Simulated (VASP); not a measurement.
# CdSe (P2_1) in VASP: further runs

Runs on CdSe. Level: PBE. Tasks: single point.

Everything below comes from runs of VASP 6.6.1. Logs are shortened: lines on timing, memory, paths and dates and some standing lists are left out, and cuts for length are marked.

## Step 1: The cell of the first run

It takes space group P2_1 (No. 4, monoclinic). The conventional cell has a = 4.234 Å, b = 7.015 Å, c = 4.299 Å, α = 90.00°, β = 118.49°, γ = 90.00°. Cd (site symmetry 1) has 4 Se at 2.60 to 2.67 Å within 3.4 Å. Se (site symmetry 1) has 4 Cd at 2.60 to 2.67 Å within 3.4 Å.

## Step 2: Single point, PBE (strain +0.0350 x Voigt [0, 0, 0, 0, 0, 1])

INCAR

```
SYSTEM = CdSe
  PREC = Accurate
  ENCUT = 520
  EDIFF = 1E-7
  ISMEAR = 0
  SIGMA = 0.05
  LREAL = .False.
  LASPH = .True.
  NELM = 60
  ALGO = Normal
  ISIF = 2
  LWAVE = .False.
  LCHARG = .False.
  GGA = PE
  NBANDS = 26
```

KPOINTS

```
regular mesh
0
Gamma
  6 6 4
  0 0 0
```

POSCAR

```
CdSe
1.0
    4.2984999142      0.0752237485      0.0000000000
   -2.0841042799      3.6849982496      0.0000000000
    0.0000000000      0.0000000000      7.0152000000
Cd Se
2 2
Direct
    0.6666666667      0.3333333333      0.0000000000
    0.3333333333      0.6666666667      0.5000000000
    0.6666666667      0.3333333333      0.3750000000
    0.3333333333      0.6666666667      0.8750000000
```

Potentials or basis: VASP PAW PBE potentials, release 64 (Cd, Se).

Started as:

```sh
$ cat potpaw_PBE.64/Cd/POTCAR potpaw_PBE.64/Se/POTCAR > POTCAR
$ mpirun -np 1 vasp_std > vasp.out
```

OUTCAR:

```text
SYSTEM = CdSe
   PREC = Accurate
   ENCUT = 520
   EDIFF = 1E-7
   ISMEAR = 0
   LREAL = .False.
   LASPH = .True.
   NELM = 60
   ISIF = 2
   GGA = PE

 ion  position               nearest neighbor table
   1  0.667  0.333  0.000-   4 2.60   3 2.63   4 2.63   4 2.67
   2  0.333  0.667  0.500-   3 2.60   4 2.63   3 2.63   3 2.67
   3  0.667  0.333  0.375-   2 2.60   1 2.63   2 2.63   2 2.67
   4  0.333  0.667  0.875-   1 2.60   2 2.63   1 2.63   1 2.67

  Warning from LATTYP: Monoclinic adjustment (A1->A3, A2->A1, A3->A2)!
  LATTYP: Found a simple monoclinic cell.
 ALAT       =     4.2335213179
 B/A-ratio  =     1.6570602752
 C/A-ratio  =     1.0155040565
 COS(beta)  =    -0.4769806211

  Lattice vectors:

 A1 = (  -2.0841042799,   3.6849982496,   0.0000000000)
 A2 = (   0.0000000000,   0.0000000000,   7.0152000000)
 A3 = (   4.2984999142,   0.0752237485,   0.0000000000)

Analysis of symmetry for initial positions (statically):
=====================================================================
 Subroutine PRICEL returns:
 Original cell was already a primitive cell.

 Routine SETGRP: Setting up the symmetry group for a
 simple monoclinic supercell.

 Subroutine GETGRP returns: Found  2 space group operations
 (whereof  1 operations were pure point group operations)
 out of a pool of  4 trial point group operations.

The static configuration has the point symmetry C_1 .
 The point group associated with its full space group is C_2 .

Analysis of symmetry for dynamics (positions and initial velocities):
=====================================================================
 Subroutine PRICEL returns:
 Original cell was already a primitive cell.

 Routine SETGRP: Setting up the symmetry group for a
 simple monoclinic supercell.

 Subroutine GETGRP returns: Found  2 space group operations
 (whereof  1 operations were pure point group operations)
 out of a pool of  4 trial point group operations.

The dynamic configuration has the point symmetry C_1 .
 The point group associated with its full space group is C_2 .

 Subroutine INISYM returns: Found  2 space group operations
 (whereof  1 operations are pure point group operations),
 and found     1 'primitive' translations

----------------------------------------------------------------------------------------

                                     Primitive cell

  volume of cell :     112.2203

  direct lattice vectors                    reciprocal lattice vectors
     4.298499914  0.075223749  0.000000000     0.230359344  0.130283072  0.000000000
    -2.084104280  3.684998250  0.000000000    -0.004702443  0.268711015  0.000000000
     0.000000000  0.000000000  7.015200000     0.000000000  0.000000000  0.142547611

  length of vectors
     4.299158072  4.233521318  7.015200000     0.264649025  0.268752158  0.142547611

  position of ions in fractional coordinates (direct lattice)
     0.666666667  0.333333333  0.000000000
     0.333333333  0.666666667  0.500000000
     0.666666667  0.333333333  0.375000000
     0.333333333  0.666666667  0.875000000

  ion indices of the primitive-cell ions
   primitive index   ion index
                 1           1
                 2           2
                 3           3
                 4           4

----------------------------------------------------------------------------------------

 KPOINTS: regular mesh

Automatic generation of k-mesh.
 Grid dimensions read from file:
 generate k-points for:    6    6    4

 Generating k-lattice:

  Cartesian coordinates                     Fractional coordinates (reciprocal lattice)
     0.038393224  0.021713845  0.000000000     0.166666667  0.000000000  0.000000000
    -0.000783740  0.044785169  0.000000000     0.000000000  0.166666667  0.000000000
     0.000000000  0.000000000  0.035636903     0.000000000  0.000000000  0.250000000

  Length of vectors
     0.044108171  0.044792026  0.035636903

  Shift w.r.t. Gamma in fractional coordinates (k-lattice)
     0.000000000  0.000000000  0.000000000

 Subroutine IBZKPT returns following result:
 ===========================================

 Found     60 irreducible k-points:

 Following reciprocal coordinates:
            Coordinates               Weight
  0.000000  0.000000  0.000000      1.000000
  0.166667  0.000000  0.000000      2.000000
  0.333333 -0.000000  0.000000      2.000000
  0.500000  0.000000  0.000000      1.000000
  0.000000  0.166667  0.000000      2.000000
  0.166667  0.166667  0.000000      2.000000
[... 16 lines left out ...]
  0.333333 -0.000000  0.250000      4.000000
  0.500000  0.000000  0.250000      2.000000
 [... further k-points ...]
   k-points           NKPTS =     60   k-points in BZ     NKDIM =     60   number of bands    NBANDS=     26
   number of dos      NEDOS =    301   number of ions     NIONS =      4
   total plane-waves  NPLWV =  55296
   dimension x,y,z NGX =    32 NGY =   32 NGZ =   54
   dimension x,y,z NGXF=    64 NGYF=   64 NGZF=  108
   ions per type =               2   2
   NGX,Y,Z   is equivalent  to a cutoff of  12.37, 12.57, 12.80 a.u.
   NGXF,Y,Z  is equivalent  to a cutoff of  24.75, 25.13, 25.59 a.u.
 SYSTEM =  CdSe
   PREC   = accura    normal or accurate (medium, high low for compatibility)
   ISTART =      0    job   : 0-new  1-cont  2-samecut
   ICHARG =      2    charge: 1-file 2-atom 10-const
   ISPIN  =      1    spin polarized calculation?
   LNONCOLLINEAR =      F non collinear calculations
   LSORBIT =      F    spin-orbit coupling
   LASPH  =      T    aspherical Exc in radial PAW
   ENCUT  =  520.0 eV  38.22 Ry    6.18 a.u.   7.99  7.87 13.04*2*pi/ulx,y,z
   NELM   =     60;   NELMIN=  2; NELMDL= -5     # of ELM steps
   EDIFF  = 0.1E-06   stopping-criterion for ELM
   LREAL  =      F    real-space projection
   EDIFFG = 0.1E-05   stopping-criterion for IOM
   NSW    =      0    number of steps for IOM
   IBRION =     -1    ionic relax: 0-MD 1-quasi-New 2-CG
   NFREE  =      0    steps in history (QN), initial steepest desc. (CG)
   ISIF   =      2    stress and relaxation
   ISYM   =      2    0-nonsym 1-usesym 2-fastsym
   POTIM  = 0.5000    time-step for ionic-motion
   TEBEG  =    0.0;   TEEND  =   0.0 temperature during run
   PSTRESS=    0.0 pullay stress
   NELECT =      36.0000    total number of electrons
   NUPDOWN=      -1.0000    fix difference up-down
   EMIN   =  10.00;   EMAX   =-10.00  energy-range for DOS
   EFERMI =   0.00;   METHOD = LEGACY
   ISMEAR =     0;   SIGMA  =   0.05  broadening in eV -4-tet -1-fermi 0-gaus
   EFERMI_NEDOS =   21; number of points for ismear=-14 and -15
   IALGO  =     38    algorithm
   IMIX   =      4    mixing-type and parameters
     AMIX     =   0.40;   BMIX     =  1.00
     AMIX_MAG =   1.60;   BMIX_MAG =  1.00
  volume/ion in A,a.u.               =      28.06       189.33
  Fermi-wavevector in a.u.,A,eV,Ry     =   1.120689  2.117795 17.088157  1.255944
  Thomas-Fermi vector in A             =   2.257337
   LORBIT       =      0    0 simple, 1 ext, 2 COOP (PROOUT), +10 PAW based schemes
   GGA     = PE    functional components
   LHFCALC =     F    Hartree Fock is set to
   AEXX    =    0.0000 exact exchange contribution
   IVDW    =     0    specifies the selected vdW correction
   LEPSILON=     F    determine dielectric tensor
   LRPA    =     F    only Hartree local field effects (RPA)
 non-spin polarized calculation
 Gauss-broadening in eV      SIGMA  =   0.05
  energy-cutoff  :      520.00
  volume of cell :      112.22
 maximum number of plane-waves:      3040
   NGX = 15   NGY = 15   NGZ = 27

 number of electron      36.0000002 magnetization

 Free energy of the ion-electron system (eV)
  ---------------------------------------------------
  ext. energy  EPLUGINS =         0.00000000
  ---------------------------------------------------
  free energy    TOTEN  =       -10.90230142 eV

  energy without entropy =      -10.90230142  energy(sigma->0) =      -10.90230142

 E-fermi :   1.2908     XC(G=0):  -8.8911

 val. band max:        1.0232395009   @ k =   0.0000   0.0000   0.0000
 cond. band min:       1.6347151176   @ k =   0.0000   0.0000   0.0000
 fundamental gap:      0.6114756167
 Fermi energy:         1.2907918558

 k-point     1 :       0.0000    0.0000    0.0000
  band No.  band energies     occupation
      1     -11.6481      2.00000
      2     -11.2675      2.00000
      3      -6.9785      2.00000
      4      -6.9718      2.00000
      5      -6.9546      2.00000
      6      -6.8970      2.00000
[... 18 lines left out ...]
     25       8.1766      0.00000
     26       8.6948      0.00000

 k-point     2 :       0.1667    0.0000    0.0000
  band No.  band energies     occupation
      1     -11.5687      2.00000
      2     -11.2326      2.00000
      3      -6.9573      2.00000
      4      -6.9452      2.00000
      5      -6.8918      2.00000
      6      -6.8601      2.00000
[... 18 lines left out ...]
     25       8.2345      0.00000
     26       8.7525      0.00000

 k-point     3 :       0.3333   -0.0000    0.0000
  band No.  band energies     occupation
      1     -11.3956      2.00000
      2     -11.1734      2.00000
      3      -6.9196      2.00000
      4      -6.9029      2.00000
      5      -6.7875      2.00000
      6      -6.7738      2.00000
[... 18 lines left out ...]
     25       8.7739      0.00000
     26       9.0789      0.00000

 k-point     4 :       0.5000    0.0000    0.0000
  band No.  band energies     occupation
      1     -11.2931      2.00000
      2     -11.1581      2.00000
      3      -6.9056      2.00000
      4      -6.8880      2.00000
      5      -6.7532      2.00000
      6      -6.7084      2.00000
[... 18 lines left out ...]
     25       8.8901      0.00000
     26      10.5338      0.00000
[... 496 lines left out ...]
      1     -11.5184      2.00000
      2     -11.2802      2.00000
      3      -6.9378      2.00000
      4      -6.9328      2.00000
      5      -6.8846      2.00000
      6      -6.8727      2.00000
[... 18 lines left out ...]
     25       8.2683      0.00000
     26       8.4437      0.00000

 k-point    23 :       0.3333   -0.0000    0.2500
  band No.  band energies     occupation
      1     -11.3604      2.00000
      2     -11.2029      2.00000
      3      -6.9092      2.00000
      4      -6.8860      2.00000
      5      -6.8069      2.00000
      6      -6.8032      2.00000
[... 18 lines left out ...]
     25       8.4849      0.00000
     26       9.5162      0.00000

 k-point    24 :       0.5000    0.0000    0.2500
  band No.  band energies     occupation
      1     -11.2699      2.00000
      2     -11.1743      2.00000
      3      -6.9003      2.00000
      4      -6.8674      2.00000
      5      -6.7812      2.00000
      6      -6.7709      2.00000
[... 18 lines left out ...]
     25       9.1189      0.00000
     26      10.3728      0.00000

 [... further k-points ...]

------------------------ aborting loop because EDIFF is reached ----------------------------------------

  FORCE on cell =-STRESS in cart. coord.  units (eV):
  Direction    XX          YY          ZZ          XY          YZ          ZX
  --------------------------------------------------------------------------------------
  -------------------------------------------------------------------------------------
  Total        2.3688918      2.3305813      2.4283611     -0.8862378      0.0000000      0.0000000
  in kB       33.8208329     33.2738709     34.6698807    -12.6528786      0.0000000      0.0000000
  external PRESSURE =      33.9215281 kB  Pullay stress =       0.0000000 kB

 VOLUME and BASIS-vectors are now :
 -----------------------------------------------------------------------------
  energy-cutoff  :      520.00
  volume of cell :      112.22
      direct lattice vectors                 reciprocal lattice vectors
     4.298499914  0.075223749  0.000000000     0.230359344  0.130283072  0.000000000
    -2.084104280  3.684998250  0.000000000    -0.004702443  0.268711015  0.000000000
     0.000000000  0.000000000  7.015200000     0.000000000  0.000000000  0.142547611

 POSITION                                       TOTAL-FORCE (eV/Angst)
 -----------------------------------------------------------------------------------
      2.17097      1.27848      0.00000         0.208325     -0.010508     -0.009121
      0.04343      2.48174      3.50760        -0.208325      0.010508     -0.009121
      2.17097      1.27848      2.63070         0.252385     -0.010891      0.009121
      0.04343      2.48174      6.13830        -0.252385      0.010891      0.009121
 -----------------------------------------------------------------------------------
    total drift:                               -0.000000     -0.000000      0.000017

  FREE ENERGIE OF THE ION-ELECTRON SYSTEM (eV)
  ---------------------------------------------------
  free  energy   TOTEN  =       -10.9023014192 eV

  energy  without entropy=      -10.9023014192  energy(sigma->0) =      -10.90230142
```

Wall time 89 s (1 thread of AMD EPYC 9R45 (Zen 5), shared host); peak memory 0.29 GiB.

What came out:

```yaml
Free_energy: -10.9023 eV
Pressure: 3.4 GPa
Largest_force: 0.253 eV/Å
Band_gap_on_the_k_mesh: 0.61 eV
```

Forces in eV/Å, atoms in the order of the input:
```
Cd   0.208 -0.011 -0.009
Cd  -0.208  0.011 -0.009
Se   0.252 -0.011  0.009
Se  -0.252  0.011  0.009
```

Caveat: the cell differs from its parent crystal (strain +0.0350 x Voigt [0, 0, 0, 0, 0, 1]); the cell stands under pressure.

## Step 3: Single point, PBE (strain +0.0250 x Voigt [0, 0, 0, 0, 0, 1])

INCAR

```
PREC = Accurate
ENCUT = 520
EDIFF = 1E-6
ISMEAR = 0
SIGMA = 0.05
LREAL = False
LASPH = True
NELM = 60
ALGO = Normal
ISIF = 2
LWAVE = False
LCHARG = False
GGA = PE
NBANDS = 26
```

KPOINTS

```
Automatic mesh
0
Gamma
  6 6 4
```

POSCAR, as its differences from that of step 2:

```diff
@@ -2,4 +2,4 @@
 1.0
-    4.2984999142      0.0752237485      0.0000000000
-   -2.0841042799      3.6849982496      0.0000000000
+    4.2984999142      0.0537312489      0.0000000000
+   -2.1027173306      3.6957444994      0.0000000000
     0.0000000000      0.0000000000      7.0152000000
```

Potentials or basis: VASP PAW PBE potentials, release 64 (Cd, Se).

Started as:

```sh
$ cat potpaw_PBE.64/Cd/POTCAR potpaw_PBE.64/Se/POTCAR > POTCAR
$ mpirun -np 1 vasp_std > vasp.out
```

It took 79 s on 1 thread of AMD EPYC 9R45 (Zen 5), shared host; peak memory 0.29 GiB.

The run converged. Its results:

| Quantity | Value |
| --- | --- |
| Free energy | -10.9102 eV |
| Pressure | 3.3 GPa |
| Largest force | 0.181 eV/Å |
| Band gap on the k mesh | 0.63 eV |

Forces on the atoms (eV/Å):
```
Cd   0.149 -0.005 -0.014
Cd  -0.149  0.005 -0.014
Se   0.180 -0.006  0.014
Se  -0.180  0.006  0.014
```

Stress tensor (GPa, compression positive):
```
 3.31 -0.90  0.00
-0.90  3.29  0.00
 0.00  0.00  3.45
```

Levels at points of the mesh, in eV from the valence-band top:
```tsv
k point	band 16	band 17	band 18	band 19	band 20	band 21
(0.00, 0.00, 0.00)	-0.09	-0.08	0.00	0.63	2.17	5.72
(0.50, 0.00, 0.00)	-1.82	-1.38	-0.72	3.24	3.42	4.72
(0.00, 0.50, 0.00)	-1.91	-1.39	-0.79	3.18	3.30	4.72
(0.50, 0.50, 0.00)	-1.99	-1.40	-0.87	3.11	3.17	4.74
(0.00, 0.00, 0.50)	-0.48	-0.40	-0.40	2.34	2.34	5.82
(0.50, 0.00, 0.50)	-1.43	-1.31	-1.31	2.94	2.94	4.85
(0.00, 0.50, 0.50)	-1.43	-1.38	-1.38	2.89	2.89	4.82
(0.50, 0.50, 0.50)	-1.47	-1.40	-1.40	2.84	2.84	4.79
```

Caveat: the cell differs from its parent crystal (strain +0.0250 x Voigt [0, 0, 0, 0, 0, 1]); the cell stands under pressure.

## Step 4: Single point, PBE (strain +0.0100 x Voigt [0, 0, 0, 0, 0, 1])

INCAR

```
  PREC = Accurate
  ENCUT = 520
  EDIFF = 1E-6
  ISMEAR = 0
  SIGMA = 0.05
  LREAL = False
  LASPH = True
  NELM = 80
  ALGO = Normal
  ISIF = 2
  LWAVE = False
  LCHARG = False
  GGA = PE
  NBANDS = 26
```

KPOINTS is that of step 3.

POSCAR, as its differences from that of step 3:

```diff
@@ -2,4 +2,4 @@
 1.0
-    4.2984999142      0.0537312489      0.0000000000
-   -2.1027173306      3.6957444994      0.0000000000
+    4.2984999142      0.0214924996      0.0000000000
+   -2.1306369065      3.7118638741      0.0000000000
     0.0000000000      0.0000000000      7.0152000000
```

Started as:

```sh
$ cat potpaw_PBE.64/Cd/POTCAR potpaw_PBE.64/Se/POTCAR > POTCAR
$ mpirun -np 1 vasp_std > vasp.out
```

Run time: 76 s. Hardware: 1 thread of AMD EPYC 9R45 (Zen 5), shared host; peak memory 0.29 GiB.

It converged, with:

```yaml
Free_energy: -10.9172 eV
Pressure: 3.3 GPa
Largest_force: 0.074 eV/Å
Band_gap_on_the_k_mesh: 0.65 eV
```

Forces in eV/Å, atoms in the order of the input:
```
Cd   0.059 -0.001 -0.019
Cd  -0.059  0.001 -0.019
Se   0.072 -0.001  0.019
Se  -0.072  0.001  0.019
```

Stress tensor (GPa, compression positive):
```
 3.26 -0.36  0.00
-0.36  3.26  0.00
 0.00  0.00  3.44
```

Levels at points of the mesh, in eV from the valence-band top:
```csv
k point,band 16,band 17,band 18,band 19,band 20,band 21
"(0.00, 0.00, 0.00)",-0.07,-0.03,0.00,0.65,2.20,5.80
"(0.50, 0.00, 0.00)",-1.85,-1.36,-0.74,3.23,3.37,4.74
"(0.00, 0.50, 0.00)",-1.88,-1.37,-0.77,3.20,3.32,4.75
"(0.50, 0.50, 0.00)",-1.92,-1.37,-0.80,3.18,3.27,4.75
"(0.00, 0.00, 0.50)",-0.43,-0.40,-0.40,2.37,2.37,5.84
"(0.50, 0.00, 0.50)",-1.40,-1.34,-1.34,2.93,2.93,4.85
"(0.00, 0.50, 0.50)",-1.40,-1.37,-1.37,2.91,2.91,4.84
"(0.50, 0.50, 0.50)",-1.40,-1.39,-1.39,2.89,2.89,4.83
```

Caveat: the cell differs from its parent crystal (strain +0.0100 x Voigt [0, 0, 0, 0, 0, 1]); the cell stands under pressure.

## Step 5: Overview

```csv
cell,gap on the mesh (eV),pressure (GPa),largest force (eV/Å)
"a = 4.299, b = 4.234, c = 7.015 Å, angles 90.0, 90.0, 118.5°, 4 atoms",0.61,3.4,0.25
"a = 4.299, b = 4.252, c = 7.015 Å, angles 90.0, 90.0, 118.9°, 4 atoms",0.63,3.3,0.18
"a = 4.299, b = 4.280, c = 7.015 Å, angles 90.0, 90.0, 119.6°, 4 atoms",0.65,3.3,0.07
```

Alike in all rows: task single point; level PBE; potentials or basis VASP PAW PBE potentials, release 64 (Cd, Se); no spin polarisation; k mesh 6 × 6 × 4; cutoff (eV) 520; smearing gaussian 0.05 eV.

Caveats: the cell stands under pressure.

Absolute energies hang on the potentials; compare differences alone.
